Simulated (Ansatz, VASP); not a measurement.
**KBr in VASP and in Ansatz**

```xyz
2
Lattice="0.0000 3.2197 3.3244 3.2197 0.0000 3.3244 3.2197 3.2197 0.0000" Properties=species:S:1:pos:R:3 pbc="T T T"
K     0.0000    0.0000    0.0000
Br    3.2197    3.2197    3.3244
```

Change from the starting cell: epitaxial_xy strain -2.5%.

Alike in both runs: task single point; functional HSE06; k mesh 4 × 4 × 4; no spin polarisation.

```csv
,VASP,Ansatz
version,VASP 6.6.1,Ansatz 0.2.0
potentials or method,"VASP PAW PBE potentials, release 64 (K_sv, Br)","plane waves, PAW"
plane-wave cutoff (eV),520,420
occupations,"gaussian, width 0.01 eV",fixed
valence electrons in the cell,16,16
```

|  | VASP | Ansatz | Ansatz less VASP |
| --- | --- | --- | --- |
| gap on the k mesh at the Fermi level (eV) | 5.71 | 5.72 | +0.004 |
| pressure (GPa) | 1.3 | 1.3 | -0.03 |
| traceless stress, the component that is largest in VASP (GPa) | -0.82 | -0.81 | +0.011 |

Ansatz's warnings: stress exchange threshold loose, stress scf threshold loose.
